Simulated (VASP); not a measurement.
Write the native input for VASP 6.6.1 that does the following.

```yaml
Task: single point
Functional: PBE
Potentials_or_basis: VASP PAW PBE potentials, release 64 (Ti_sv, O)
Cutoff: 520 eV
k_mesh: 6 × 6 × 9
Occupations: fermi-dirac, width 0.05 eV
Spin: no spin polarisation
Dipole_correction: no
Further_INCAR_settings: ALGO = Normal; EDIFF = 1e-06; NBANDS = 33
```

The structure of TiO2 lies in POSCAR:

```
TiO2
1.0
    4.5940000000      0.0000000000      0.0000000000
    0.0000000000      4.5940000000      0.0000000000
    0.0000000000      0.0000000000      2.9590000000
Ti O
2 4
Direct
    0.0000000000      0.0000000000      0.0000000000
    0.5000000000      0.5000000000      0.5000000000
    0.3060000000      0.3060000000      0.0000000000
    0.1940000000      0.8060000000      0.5000000000
    0.6940000000      0.6940000000      0.0000000000
    0.8060000000      0.1940000000      0.5000000000
```

These files were run (other wordings do the same):

INCAR

```
SYSTEM = TiO2
PREC     = Accurate       ! precision mode
ENCUT    = 520            ! plane-wave cutoff, eV
EDIFF    = 1E-6           ! SCF threshold, eV
ISMEAR   = -1             ! smearing method
SIGMA    = 0.05           ! smearing width, eV
LREAL    = .FALSE.        ! projectors in reciprocal space
LASPH    = .TRUE.         ! aspherical terms in the spheres
NELM     = 80             ! most SCF steps
ALGO     = Normal         ! electronic algorithm
ISIF     = 2              ! what is computed and relaxed
LWAVE    = .FALSE.        ! write WAVECAR
LCHARG   = .TRUE.         ! write CHGCAR
GGA      = PE             ! functional
LELF     = .TRUE.         ! ELF
LVHAR    = .TRUE.       
NBANDS   = 33             ! bands
```

KPOINTS

```
regular mesh
0
G
  6 6 9
  0 0 0
```

Potentials or basis: VASP PAW PBE potentials, release 64 (Ti_sv, O).

Run with:

```bash
$ cat potpaw_PBE.64/Ti_sv/POTCAR potpaw_PBE.64/O/POTCAR > POTCAR
$ mpirun -np 1 vasp_std > vasp.out
```

Results of the run:

```yaml
Pressure: 6.0 GPa
Largest_force: 0.263 eV/Å
Band_gap_on_the_k_mesh: 1.91 eV, direct
```

Run time: 2.5 min on 1 thread of Intel(R) Xeon(R) Platinum 8488C (Sapphire Rapids), with other jobs on the host, peak memory 0.22 GiB.
